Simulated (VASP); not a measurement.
# W (R-3m) in VASP: further runs, part 2 of 2

VASP 6.6.1. Earlier steps stand in the parts before.

## (4) Single point, LDA (14.19 Å³/atom)

Input file INCAR:

```
SYSTEM = W
ALGO = Fast
EDIFF = 1E-6
ENCUT = 520
ISIF = 2
ISMEAR = 0
LASPH = .TRUE.
LCHARG = .FALSE.
LREAL = .FALSE.
LWAVE = .FALSE.
NBANDS = 13
NELM = 100
PREC = Accurate
SIGMA = 0.15
```

Input file KPOINTS:

```
k-points
0
G
  22 22 22
  0 0 0
```

Input file POSCAR:

```
W
1.0
   -2.1377540398      1.5816962252      1.5816962252
    1.5816962252     -2.1377540398      1.5816962252
    1.5816962252      1.5816962252     -2.1377540398
W
1
Direct
    0.0000000000      0.0000000000      0.0000000000
```

Potentials or basis: VASP PAW LDA potentials, release 64 (W_sv).

Launch:

```sh
> cat potpaw_LDA.64/W_sv/POTCAR > POTCAR
> mpirun -np 1 vasp_std > vasp.out
```

OUTCAR:

```text
SYSTEM = W
   EDIFF = 1E-6
   ENCUT = 520
   ISIF = 2
   ISMEAR = 0
   LASPH = .TRUE.
   LREAL = .FALSE.
   NELM = 100
   PREC = Accurate

 ion  position               nearest neighbor table
   1  0.000  0.000  0.000-

  LATTYP: Found a trigonal (rhomboedric) cell.
 ALAT       =     3.0941102489
 COS(alpha) =    -0.4450602107

  Lattice vectors:

 A1 = (  -2.1377540398,   1.5816962252,   1.5816962252)
 A2 = (   1.5816962252,  -2.1377540398,   1.5816962252)
 A3 = (   1.5816962252,   1.5816962252,  -2.1377540398)

Analysis of symmetry for initial positions (statically):
=====================================================================
 Subroutine PRICEL returns:
 Original cell was already a primitive cell.

 Routine SETGRP: Setting up the symmetry group for a
 trigonal (rhombohedral) supercell.

 Subroutine GETGRP returns: Found 12 space group operations
 (whereof 12 operations were pure point group operations)
 out of a pool of 12 trial point group operations.

The static configuration has the point symmetry D_3d.

[... 167 lines left out ...]
  band No.  band energies     occupation
      1     -63.8915      2.00000
      2     -27.0548      2.00000
      3     -27.0548      2.00000
      4     -18.4873      2.00000
      5       2.1034      2.00000
      6       7.0721      2.00000
      7       8.8040      2.00000
      8       8.8040      2.00000
      9      21.5212      0.00000
     10      26.3310      0.00000
     11      26.3310      0.00000
     12      32.5404      0.00000
     13      32.5404      0.00000
[... 354 lines left out ...]
  band No.  band energies     occupation
      1     -59.8092      2.00000
      2     -34.5695      2.00000
      3     -24.3118      2.00000
      4     -24.1584      2.00000
      5       4.4964      2.00000
      6       5.6591      2.00000
      7      13.1674      0.05897
      8      14.0285      0.00000
      9      16.8473      0.00000
     10      21.9057      0.00000
     11      26.0015      0.00000
     12      30.6188      0.00000
     13      35.4596      0.00000

 [... further k-points ...]

------------------------ aborting loop because EDIFF is reached ----------------------------------------

  FORCE on cell =-STRESS in cart. coord.  units (eV):
  Direction    XX          YY          ZZ          XY          YZ          ZX
  --------------------------------------------------------------------------------------
  -------------------------------------------------------------------------------------
  Total       23.0592942     23.0592942     23.0592942     23.8922832     23.8922832     23.8922832
  in kB     2603.7830988   2603.7830988   2603.7830988   2697.8415997   2697.8415997   2697.8415997
  external PRESSURE =    2603.7830988 kB  Pullay stress =       0.0000000 kB

 VOLUME and BASIS-vectors are now :
 -----------------------------------------------------------------------------
  energy-cutoff  :      520.00
  volume of cell :       14.19
      direct lattice vectors                 reciprocal lattice vectors
    -2.137754040  1.581696225  1.581696225     0.145762872  0.414619807  0.414619807
     1.581696225 -2.137754040  1.581696225     0.414619807  0.145762872  0.414619807
     1.581696225  1.581696225 -2.137754040     0.414619807  0.414619807  0.145762872

 POSITION                                       TOTAL-FORCE (eV/Angst)
 -----------------------------------------------------------------------------------
      0.00000      0.00000      0.00000         0.000000      0.000000      0.000000
 -----------------------------------------------------------------------------------
    total drift:                                0.000000      0.000000     -0.000000

  FREE ENERGIE OF THE ION-ELECTRON SYSTEM (eV)
  ---------------------------------------------------
  free  energy   TOTEN  =        -3.9550761538 eV

  energy  without entropy=       -3.9481283414  energy(sigma->0) =       -3.95160225
```

OSZICAR:

```text
N       E                     dE             d eps       ncg     rms          rms(c)
DAV:   1     0.988629972081E+02    0.98863E+02   -0.76471E+03 26886   0.126E+03
DAV:   2    -0.248687920261E+01   -0.10135E+03   -0.96644E+02 29519   0.331E+02
DAV:   3    -0.440166470642E+01   -0.19148E+01   -0.19088E+01 29969   0.442E+01
DAV:   4    -0.440977817368E+01   -0.81135E-02   -0.81133E-02 29589   0.316E+00
DAV:   5    -0.440984647789E+01   -0.68304E-04   -0.68304E-04 30199   0.275E-01    0.566E+01
RMM:   6    -0.407424813417E+01    0.33560E+00   -0.99667E-02 32046   0.295E+00    0.339E+01
RMM:   7    -0.396120467870E+01    0.11304E+00   -0.17730E-01 34413   0.410E+00    0.808E-01
RMM:   8    -0.395526975682E+01    0.59349E-02   -0.11108E-02 31569   0.108E+00    0.304E-01
RMM:   9    -0.395508511814E+01    0.18464E-03   -0.10611E-03 33280   0.364E-01    0.817E-02
RMM:  10    -0.395507542026E+01    0.96979E-05   -0.13575E-04 32279   0.133E-01    0.747E-03
RMM:  11    -0.395507597679E+01   -0.55653E-06   -0.16887E-05 32806   0.492E-02    0.481E-03
RMM:  12    -0.395507615377E+01   -0.17698E-06   -0.26670E-06 24737   0.184E-02
   1 F= -.39550762E+01 E0= -.39516022E+01  d E =-.694781E-02
```

stdout:

```text
POSCAR found type information on POSCAR W
 POSCAR found :  1 types and       1 ions
 scaLAPACK will be used
 LDA part: xc-table for (Slater(with rela. corr.)+CA(PZ))
 , standard interpolation
 POSCAR, INCAR and KPOINTS ok, starting setup
 FFT: planning ... GRIDC
 FFT: planning ... GRID_SOFT
 FFT: planning ... GRID
 WAVECAR not read
 entering main loop
WARNING in EDDRMM: call to ZHEGV failed, returncode =   8  4     11
WARNING in EDDRMM: call to ZHEGV failed, returncode =   6  3     13
```

Wall time 65 s (1 thread of Intel Xeon 6975P-C (Granite Rapids), shared host); peak memory 0.28 GiB.

Results:

```
Free energy            : -3.9551 eV
Pressure               : 260.4 GPa
Band gap on the k mesh : zero (bands 7 and 8 overlap by 7.67 eV)
```

Stress tensor (GPa, compression positive):
```
260.38 269.78 269.78
269.78 260.38 269.78
269.78 269.78 260.38
```

Levels at points of the mesh, in eV from the Fermi level:
| k point | band 5 | band 6 | band 7 | band 8 | band 9 | band 10 |
| --- | --- | --- | --- | --- | --- | --- |
| (0.00, 0.00, 0.00) | -10.86 | -5.89 | -4.16 | -4.16 | 8.55 | 13.36 |
| (0.50, 0.00, 0.00) | -9.44 | -8.35 | 2.02 | 2.52 | 5.42 | 5.69 |
| (0.50, 0.50, 0.00) | -8.25 | -6.39 | -1.66 | 0.36 | 4.00 | 9.43 |
| (0.50, 0.50, 0.50) | -9.61 | -9.61 | 3.51 | 3.51 | 9.25 | 9.72 |

Caveat: atoms lie so close that the PAW spheres overlap strongly, which falsifies energies and pressures; the cell stands under pressure; spin-orbit coupling is left out, which moves the levels of the heavy elements.

## (5) Summary

| cell | gap on the mesh (eV) | pressure (GPa) |
| --- | --- | --- |
| a = 2.922 Å, angles 114.8°, 1 atom | none | 116.4 |
| a = 2.426 Å, angles 86.0°, 1 atom | none | 76.4 |
| a = 3.094 Å, angles 116.4°, 1 atom | none | 260.4 |

Alike in all rows: task single point; level LDA; potentials or basis VASP PAW LDA potentials, release 64 (W_sv); no spin polarisation; k mesh 22 × 22 × 22; cutoff (eV) 520; smearing gaussian 0.15 eV.

Caveats: the cell stands under pressure; spin-orbit coupling is left out, which moves the levels of the heavy elements; atoms lie so close that the PAW spheres overlap strongly, which falsifies energies and pressures (at least some runs).

Absolute energies hang on the potentials; compare differences alone.
